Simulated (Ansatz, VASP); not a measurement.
**One calculation of KCl, two programs**

```
K Cl
1.0
     5.34380    0.00000    0.00000
    -2.67190    4.62787    0.00000
     0.00000    0.00000    6.23917
K Cl
2 2
Direct
  0.33333 0.66667 0.93750
  0.66667 0.33333 0.43750
  0.33333 0.66667 0.43750
  0.66667 0.33333 0.93750
```

Alike in both runs: task single point; functional r2SCAN; k mesh 6 × 6 × 4; no spin polarisation.

|  | VASP | Ansatz |
| --- | --- | --- |
| version | VASP 6.6.1 | Ansatz 0.2.0 |
| potentials or method | VASP PAW PBE potentials, release 64 (K_sv, Cl) | plane waves, PAW |
| plane-wave cutoff (eV) | 520 | 500 |
| occupations | gaussian, width 0.01 eV | fixed |
| valence electrons in the cell | 32 | 32 |

Ansatz gave:

```
gap on the k mesh at the Fermi level (eV) : 5.35
pressure (GPa)                            : 0.0
```

Question: Which values does VASP return?

Answer: gap on the k mesh at the Fermi level (eV): 5.36; pressure (GPa): 0.0.

VASP's potentials were made for PBE, not for r2SCAN.
